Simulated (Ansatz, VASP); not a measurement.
# One calculation of Sn, two programs

```
Sn
1.0
     0.00000    3.53244    3.00912
     3.53244    0.00000    3.00912
     3.53244    3.53244    0.00000
Sn
2
Direct
  0.50000 0.50000 0.50000
  0.75000 0.75000 0.75000
```

Change from the starting cell: strain +0.080 along x and y, -0.080 along z, atoms carried along.

Alike in both runs: task single point; functional PBEsol; k mesh 16 × 16 × 16; occupations gaussian, width 0.15 eV; no spin polarisation.

|  | VASP | Ansatz |
| --- | --- | --- |
| version | VASP 6.6.1 | Ansatz 0.2.0 |
| potentials or method | VASP PAW PBE potentials, release 64 (Sn_d), cutoff 520 eV | scalar-relativistic, plane waves, PAW |
| valence electrons in the cell | 28 | 28 |

VASP gave:

| Quantity | Value |
| --- | --- |
| gap on the k mesh at the Fermi level (eV) | none |
| pressure (GPa) | -2.7 |
| traceless stress, the component that is largest in VASP (GPa) | 2.28 |

Task: What did Ansatz give for the same quantities?

Result: gap on the k mesh at the Fermi level (eV): none; pressure (GPa): -2.6; traceless stress, the component that is largest in VASP (GPa): 2.28.

VASP's potentials were made for PBE, not for PBEsol. A gap of «none» marks a metal or a gap that the smearing closes. The functional is the same, so the differences come from potentials, cutoffs and numerics.
